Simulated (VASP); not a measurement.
# Ta (Im-3m) in VASP: further runs

Ta is run at these levels: PBE; tasks: single point, relaxation of cell and atoms.

Everything below comes from runs of VASP 6.6.1. Logs are shortened: lines on timing, memory, paths and dates and some standing lists are left out, and cuts for length are marked.

### 1 The cell of the first run

It takes space group Im-3m (No. 229, cubic). Conventional cell: a = 3.328 Å, b = 3.328 Å, c = 3.328 Å, α = 90.00°, β = 90.00°, γ = 90.00°. Within 3.8 Å of Ta (site symmetry m-3m) lie 14 Ta at 2.88 to 3.33 Å.

### 2 Single point, PBE

Input file INCAR:

```
SYSTEM = Ta
PREC = Accurate
ENCUT = 520
EDIFF = 1E-7
ISMEAR = 0
SIGMA = 0.05
LREAL = .FALSE.
LASPH = .TRUE.
NELM = 60
ALGO = Normal
ISIF = 2
LWAVE = .FALSE.
LCHARG = .TRUE.
GGA = PE
LELF = .TRUE.
LVHAR = .TRUE.
NBANDS = 12
```

Input file KPOINTS:

```
Automatic mesh
0
G
  10 10 10
  0 0 0
```

Input file POSCAR:

```
Ta
1.0
    1.6637516083      1.6637516083      1.6637516083
   -1.6637516083      1.6637516083      1.6637516083
   -1.6637516083     -1.6637516083      1.6637516083
Ta
1
Direct
    0.0000000000      0.0000000000      0.0000000000
```

Potentials or basis: VASP PAW PBE potentials, release 64 (Ta_pv).

Launch:

```console
$ cat potpaw_PBE.64/Ta_pv/POTCAR > POTCAR
$ mpirun -np 1 vasp_std > vasp.out
```

OUTCAR:

```text
SYSTEM = Ta
   PREC = Accurate
   ENCUT = 520
   EDIFF = 1E-7
   ISMEAR = 0
   LREAL = .FALSE.
   LASPH = .TRUE.
   NELM = 60
   ISIF = 2
   GGA = PE

 ion  position               nearest neighbor table
   1  0.000  0.000  0.000-

  LATTYP: Found a body centered cubic cell.
 ALAT       =     3.3275032166

  Lattice vectors:

 A1 = (   1.6637516083,  -1.6637516083,  -1.6637516083)
 A2 = (   1.6637516083,   1.6637516083,   1.6637516083)
 A3 = (  -1.6637516083,  -1.6637516083,   1.6637516083)

Analysis of symmetry for initial positions (statically):
=====================================================================
 Subroutine PRICEL returns:
 Original cell was already a primitive cell.

 Routine SETGRP: Setting up the symmetry group for a
 body centered cubic supercell.

 Subroutine GETGRP returns: Found 48 space group operations
 (whereof 48 operations were pure point group operations)
 out of a pool of 48 trial point group operations.

The static configuration has the point symmetry O_h .

Analysis of symmetry for dynamics (positions and initial velocities):
=====================================================================
 Subroutine PRICEL returns:
 Original cell was already a primitive cell.

 Routine SETGRP: Setting up the symmetry group for a
 body centered cubic supercell.

 Subroutine GETGRP returns: Found 48 space group operations
 (whereof 48 operations were pure point group operations)
 out of a pool of 48 trial point group operations.

The dynamic configuration has the point symmetry O_h .

 Subroutine INISYM returns: Found 48 space group operations
 (whereof 48 operations are pure point group operations),
 and found     1 'primitive' translations

----------------------------------------------------------------------------------------

                                     Primitive cell

  volume of cell :      18.4215

  direct lattice vectors                    reciprocal lattice vectors
     1.663751608  1.663751608  1.663751608     0.300525630  0.000000000  0.300525630
    -1.663751608  1.663751608  1.663751608    -0.300525630  0.300525630  0.000000000
    -1.663751608 -1.663751608  1.663751608     0.000000000 -0.300525630  0.300525630

  length of vectors
     2.881702317  2.881702317  2.881702317     0.425007422  0.425007422  0.425007422

  position of ions in fractional coordinates (direct lattice)
     0.000000000  0.000000000  0.000000000

  ion indices of the primitive-cell ions
   primitive index   ion index
                 1           1

----------------------------------------------------------------------------------------

 KPOINTS: Automatic mesh

Automatic generation of k-mesh.
 Grid dimensions read from file:
 generate k-points for:   10   10   10

 Generating k-lattice:

  Cartesian coordinates                     Fractional coordinates (reciprocal lattice)
     0.030052563  0.000000000  0.030052563     0.100000000  0.000000000  0.000000000
    -0.030052563  0.030052563  0.000000000     0.000000000  0.100000000  0.000000000
     0.000000000 -0.030052563  0.030052563     0.000000000  0.000000000  0.100000000

  Length of vectors
     0.042500742  0.042500742  0.042500742

  Shift w.r.t. Gamma in fractional coordinates (k-lattice)
     0.000000000  0.000000000  0.000000000

 Subroutine IBZKPT returns following result:
 ===========================================

 Found     47 irreducible k-points:

 Following reciprocal coordinates:
            Coordinates               Weight
  0.000000  0.000000  0.000000      1.000000
  0.100000  0.000000  0.000000     12.000000
  0.200000  0.000000  0.000000     12.000000
  0.300000  0.000000  0.000000     12.000000
  0.400000  0.000000  0.000000     12.000000
  0.500000  0.000000  0.000000      6.000000
[... 16 lines left out ...]
  0.100000  0.300000  0.100000      8.000000
  0.500000  0.300000  0.100000     24.000000
 [... further k-points ...]
   k-points           NKPTS =     47   k-points in BZ     NKDIM =     47   number of bands    NBANDS=     12
   number of dos      NEDOS =    301   number of ions     NIONS =      1
   total plane-waves  NPLWV =  13824
   dimension x,y,z NGX =    24 NGY =   24 NGZ =   24
   dimension x,y,z NGXF=    48 NGYF=   48 NGZF=   48
   ions per type =               1
   NGX,Y,Z   is equivalent  to a cutoff of  13.85, 13.85, 13.85 a.u.
   NGXF,Y,Z  is equivalent  to a cutoff of  27.69, 27.69, 27.69 a.u.
 SYSTEM =  Ta
   PREC   = accura    normal or accurate (medium, high low for compatibility)
   ISTART =      0    job   : 0-new  1-cont  2-samecut
   ICHARG =      2    charge: 1-file 2-atom 10-const
   ISPIN  =      1    spin polarized calculation?
   LNONCOLLINEAR =      F non collinear calculations
   LSORBIT =      F    spin-orbit coupling
   LASPH  =      T    aspherical Exc in radial PAW
   ENCUT  =  520.0 eV  38.22 Ry    6.18 a.u.   5.36  5.36  5.36*2*pi/ulx,y,z
   NELM   =     60;   NELMIN=  2; NELMDL= -5     # of ELM steps
   EDIFF  = 0.1E-06   stopping-criterion for ELM
   LREAL  =      F    real-space projection
   EDIFFG = 0.1E-05   stopping-criterion for IOM
   NSW    =      0    number of steps for IOM
   IBRION =     -1    ionic relax: 0-MD 1-quasi-New 2-CG
   NFREE  =      0    steps in history (QN), initial steepest desc. (CG)
   ISIF   =      2    stress and relaxation
   ISYM   =      2    0-nonsym 1-usesym 2-fastsym
   POTIM  = 0.5000    time-step for ionic-motion
   TEBEG  =    0.0;   TEEND  =   0.0 temperature during run
   PSTRESS=    0.0 pullay stress
   NELECT =      11.0000    total number of electrons
   NUPDOWN=      -1.0000    fix difference up-down
   EMIN   =  10.00;   EMAX   =-10.00  energy-range for DOS
   EFERMI =   0.00;   METHOD = LEGACY
   ISMEAR =     0;   SIGMA  =   0.05  broadening in eV -4-tet -1-fermi 0-gaus
   EFERMI_NEDOS =   21; number of points for ismear=-14 and -15
   IALGO  =     38    algorithm
   IMIX   =      4    mixing-type and parameters
     AMIX     =   0.40;   BMIX     =  1.00
     AMIX_MAG =   1.60;   BMIX_MAG =  1.00
  volume/ion in A,a.u.               =      18.42       124.31
  Fermi-wavevector in a.u.,A,eV,Ry     =   1.378576  2.605130 25.857472  1.900471
  Thomas-Fermi vector in A             =   2.503624
   LORBIT       =      0    0 simple, 1 ext, 2 COOP (PROOUT), +10 PAW based schemes
   GGA     = PE    functional components
   LHFCALC =     F    Hartree Fock is set to
   AEXX    =    0.0000 exact exchange contribution
   IVDW    =     0    specifies the selected vdW correction
   LEPSILON=     F    determine dielectric tensor
   LRPA    =     F    only Hartree local field effects (RPA)
 non-spin polarized calculation
 Gauss-broadening in eV      SIGMA  =   0.05
  energy-cutoff  :      520.00
  volume of cell :       18.42
 maximum number of plane-waves:       531
 NGX is ok and might be reduce to    24
   NGX = 11   NGY = 11   NGZ = 11

 number of electron      11.0000000 magnetization

 Free energy of the ion-electron system (eV)
  ---------------------------------------------------
  ext. energy  EPLUGINS =         0.00000000
  ---------------------------------------------------
  free energy    TOTEN  =       -11.81523301 eV

  energy without entropy =      -11.81442171  energy(sigma->0) =      -11.81482736

 E-fermi :   5.3172     XC(G=0): -12.5099

 val. band max:        5.3127609013   @ k =  -0.4000   0.2000   0.0000
 cond. band min:       5.3990323548   @ k =   0.2000   0.1000   0.0000
 fundamental gap:      0.0862714535
 Fermi energy:         5.3171921242

 k-point     1 :       0.0000    0.0000    0.0000
  band No.  band energies     occupation
      1     -27.8961      2.00000
      2     -27.8961      2.00000
      3     -27.8961      2.00000
      4      -2.5230      2.00000
      5       6.0181      0.00000
      6       6.0181      0.00000
      7       6.0181      0.00000
      8       9.2148      0.00000
      9       9.2148      0.00000
     10      20.2146      0.00000
     11      20.2146      0.00000
     12      20.2146      0.00000

 k-point     2 :       0.1000    0.0000    0.0000
  band No.  band energies     occupation
      1     -28.0080      2.00000
      2     -27.9309      2.00000
      3     -27.8967      2.00000
      4      -2.0950      2.00000
      5       5.7481      0.00000
      6       5.9206      0.00000
      7       6.4409      0.00000
      8       8.8314      0.00000
      9       9.2203      0.00000
     10      19.8698      0.00000
     11      20.5702      0.00000
     12      20.9661      0.00000

 k-point     3 :       0.2000    0.0000    0.0000
  band No.  band energies     occupation
      1     -28.2920      2.00000
      2     -28.0208      2.00000
      3     -27.8981      2.00000
      4      -0.9603      2.00000
      5       5.1188      2.00000
      6       5.4712      0.00001
      7       7.6663      0.00000
      8       8.5374      0.00000
      9       9.2979      0.00000
     10      19.8684      0.00000
     11      20.8339      0.00000
     12      22.4676      0.00000

 k-point     4 :       0.3000    0.0000    0.0000
  band No.  band energies     occupation
      1     -28.6269      2.00000
      2     -28.1299      2.00000
      3     -27.8999      2.00000
      4       0.3386      2.00000
      5       4.4536      2.00000
      6       5.1509      2.00000
      7       8.8346      0.00000
      8       9.5365      0.00000
      9       9.5449      0.00000
     10      19.4684      0.00000
     11      19.8475      0.00000
     12      20.4056      0.00000

 k-point     5 :       0.4000    0.0000    0.0000
  band No.  band energies     occupation
      1     -28.8862      2.00000
      2     -28.2166      2.00000
      3     -27.9015      2.00000
      4       0.9550      2.00000
      5       3.9805      2.00000
      6       5.9314      0.00000
      7       9.1438      0.00000
      8       9.8875      0.00000
      9      11.6800      0.00000
     10      17.7707      0.00000
     11      17.8264      0.00000
     12      19.8794      0.00000
[... 228 lines left out ...]
      1     -28.7340      2.00000
      2     -28.2910      2.00000
      3     -28.0496      2.00000
      4       1.7190      2.00000
      5       4.2205      2.00000
      6       5.1508      2.00000
      7       7.7403      0.00000
      8       9.9819      0.00000
      9      11.1620      0.00000
     10      18.1648      0.00000
     11      19.8762      0.00000
     12      21.5208      0.00000

 k-point    22 :       0.5000    0.2000    0.1000
  band No.  band energies     occupation
      1     -28.8735      2.00000
      2     -28.3715      2.00000
      3     -28.0490      2.00000
      4       2.0046      2.00000
      5       4.4235      2.00000
      6       4.9517      2.00000
      7       7.9278      0.00000
      8      10.7853      0.00000
      9      13.1975      0.00000
     10      16.3239      0.00000
     11      19.8659      0.00000
     12      19.8915      0.00000

 k-point    23 :       0.1000    0.3000    0.1000
  band No.  band energies     occupation
      1     -28.4496      2.00000
      2     -27.9796      2.00000
      3     -27.9796      2.00000
      4      -0.2543      2.00000
      5       4.7735      2.00000
      6       4.7735      2.00000
      7       8.9643      0.00000
      8       9.0643      0.00000
      9       9.0643      0.00000
     10      19.8672      0.00000
     11      21.8322      0.00000
     12      22.0792      0.00000

 k-point    24 :       0.5000    0.3000    0.1000
  band No.  band energies     occupation
      1     -28.7864      2.00000
      2     -28.4657      2.00000
      3     -28.0722      2.00000
      4       2.6848      2.00000
      5       3.6648      2.00000
      6       4.9494      2.00000
      7       8.3805      0.00000
      8       9.8622      0.00000
      9      13.5829      0.00000
     10      16.3575      0.00000
     11      19.8748      0.00000
     12      20.0198      0.00000

 [... further k-points ...]
[... 5 lines left out ...]
  --------------------------------------------------------------------------------------
  -------------------------------------------------------------------------------------
  Total        0.0117872      0.0117872      0.0117872      0.0000000      0.0000000      0.0000000
  in kB        1.0251676      1.0251676      1.0251676      0.0000000      0.0000000      0.0000000
  external PRESSURE =       1.0251676 kB  Pullay stress =       0.0000000 kB

 VOLUME and BASIS-vectors are now :
 -----------------------------------------------------------------------------
  energy-cutoff  :      520.00
  volume of cell :       18.42
      direct lattice vectors                 reciprocal lattice vectors
     1.663751608  1.663751608  1.663751608     0.300525630  0.000000000  0.300525630
    -1.663751608  1.663751608  1.663751608    -0.300525630  0.300525630  0.000000000
    -1.663751608 -1.663751608  1.663751608     0.000000000 -0.300525630  0.300525630

 POSITION                                       TOTAL-FORCE (eV/Angst)
 -----------------------------------------------------------------------------------
      0.00000      0.00000      0.00000        -0.000000     -0.000000      0.000000
 -----------------------------------------------------------------------------------
    total drift:                               -0.000000     -0.000000     -0.000000

  FREE ENERGIE OF THE ION-ELECTRON SYSTEM (eV)
  ---------------------------------------------------
  free  energy   TOTEN  =       -11.8152330055 eV

  energy  without entropy=      -11.8144217072  energy(sigma->0) =      -11.81482736
```

It took 17 s on 1 thread of Intel Xeon Platinum 8259CL at 2.50GHz (Skylake/Cascade Lake), shared host; peak memory 0.14 GiB.

Results:

```yaml
Free_energy: -11.8152 eV
Pressure: 0.1 GPa
```

Caveat: spin-orbit coupling is left out, which moves the levels of the heavy elements.

### 3 Relaxation of cell and atoms, PBE

This run uses another cell than the first one, of 17.97 Å³/atom, 0.975 times its volume.

Input file INCAR:

```
PREC = Accurate
ENCUT = 600
EDIFF = 1E-6
ISMEAR = 0
SIGMA = 0.05
LREAL = False
LASPH = True
NELM = 60
ALGO = Normal
ISIF = 3
LWAVE = False
LCHARG = False
GGA = PE
IBRION = 2
NSW = 80
EDIFFG = -0.03
```

Input file KPOINTS:

```
regular mesh
0
Gamma
  10 10 10
```

Input file POSCAR:

```
Ta
1.0
    1.6500000000      1.6500000000      1.6500000000
   -1.6500000000      1.6500000000      1.6500000000
   -1.6500000000     -1.6500000000      1.6500000000
Ta
1
Direct
    0.0000000000      0.0000000000      0.0000000000
```

Potentials or basis: VASP PAW PBE potentials, release 64 (Ta_pv).

Launch:

```console
$ cat potpaw_PBE.64/Ta_pv/POTCAR > POTCAR
$ mpirun -np 1 vasp_std > vasp.out
```

Wall time 25 s (1 thread of Intel Xeon Platinum 8259CL at 2.50GHz (Skylake/Cascade Lake), shared host); peak memory 0.15 GiB.

It converged, with:

```yaml
Free_energy: -11.8154 eV
Relaxed_volume: 18.44 Å³/atom
Relaxed_cell: a = 2.883 Å, b = 2.883 Å, c = 2.883 Å, α = 70.53°, β = 109.47°, γ = 70.53°
Space_group_after_relaxing_to_0.05_Å: Im-3m (No. 229)
Energy_gained_by_relaxing: 7.8 meV/atom
Ionic_steps: 3
Pressure_after_relaxing: -0.1 GPa
```

Step by step:
```csv
step,energy change (eV),largest force (eV/Å),pressure (GPa),volume (Å³)
1,0.0000,0.0000,5.48,17.97
2,0.0369,0.0000,-11.45,19.62
3,-0.0078,0.0000,-0.10,18.44
```

Final structure:
```
Ta
1.0
     1.66429    1.66429    1.66429
    -1.66429    1.66429    1.66429
    -1.66429   -1.66429    1.66429
Ta
1
Direct
  0.00000 0.00000 0.00000
```

Levels at points of the mesh, in eV from the Fermi level:
```tsv
k point	band 1	band 2	band 3	band 4	band 5	band 6	band 7	band 8	band 9
(0.00, 0.00, 0.00)	-33.21	-33.21	-33.21	-7.84	0.70	0.70	0.70	3.90	3.90
(0.50, 0.00, 0.00)	-34.30	-33.57	-33.22	-4.29	-1.50	1.47	3.76	4.76	7.53
(0.50, 0.50, 0.50)	-33.97	-33.97	-33.97	-3.68	-3.68	6.61	6.61	6.61	8.43
```

Caveat: spin-orbit coupling is left out, which moves the levels of the heavy elements.

[end of part 1 of 2]
